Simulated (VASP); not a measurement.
HfB:

```xyz
2
Lattice="0.0000 2.3100 2.3100 2.3100 0.0000 2.3100 2.3100 2.3100 0.0000" Properties=species:S:1:pos:R:3 pbc="T T T"
Hf    2.3100    2.3100    2.3100
B     0.0000    0.0000    0.0000
```

- Program: VASP 6.6.1
- Task: relaxation of cell and atoms
- Functional: r2SCAN
- Potentials or basis: VASP PAW PBE potentials, release 64 (Hf_pv, B)
- Cutoff: 600 eV
- k mesh: 10 × 10 × 10
- Occupations: fermi-dirac, width 0.05 eV
- Spin: no spin polarisation
- Hubbard terms: Hf d U = 6.0 eV

At the start: pressure 53.1 GPa; volume 12.33 Å³/atom.

Question: Where does the relaxation end?

Answer: Over 17 steps the energy falls by 425.4 meV/atom and the volume is 15.39 Å³/atom (+24.8 %); space group Fm-3m (No. 225, to 0.1 Å) before and after.

Step by step:
| step | energy change (eV) | largest force (eV/Å) | pressure (GPa) | volume (Å³) |
| --- | --- | --- | --- | --- |
| 1 | 0.0000 | 0.0000 | 53.09 | 24.65 |
| 2 | 0.4055 | 0.0000 | -27.00 | 42.29 |
| 3 | -0.8470 | 0.0000 | -2.45 | 31.27 |
| 4 | -0.8506 | 0.0000 | -0.53 | 30.88 |
| 5 | -0.8508 | 0.0000 | 0.33 | 30.75 |
| 6 | -0.8508 | 0.0000 | 0.15 | 30.75 |
| 7 | -0.8508 | 0.0000 | 0.15 | 30.75 |
| 8 | -0.8508 | 0.0000 | 0.15 | 30.75 |
| 9 | -0.8508 | 0.0000 | 0.15 | 30.75 |
| 10 | -0.8508 | 0.0000 | 0.14 | 30.75 |
| 11 | -0.8508 | 0.0000 | 0.14 | 30.75 |
| 12 | -0.8508 | 0.0000 | 0.14 | 30.75 |
| 13 | -0.8508 | 0.0000 | 0.14 | 30.75 |
| 14 | -0.8508 | 0.0000 | 0.14 | 30.75 |
| 15 | -0.8508 | 0.0000 | 0.14 | 30.75 |
| 16 | -0.8508 | 0.0000 | 0.13 | 30.76 |
| 17 | -0.8508 | 0.0000 | 0.00 | 30.77 |

Final structure:
```xyz
2
Lattice="0.0000 2.4872 2.4872 2.4872 0.0000 2.4872 2.4872 2.4872 0.0000" Properties=species:S:1:pos:R:3 pbc="T T T"
Hf    2.4872    2.4872    2.4872
B     0.0000    0.0000    0.0000
```

Caveat: the volume moved by over 15 % at a fixed basis, so the end points are rough; the PAW data sets were made with another functional, which shifts forces and pressure a little; U without spin polarisation on a metal has little footing; the U is typed as a test and isn't derived for this compound.
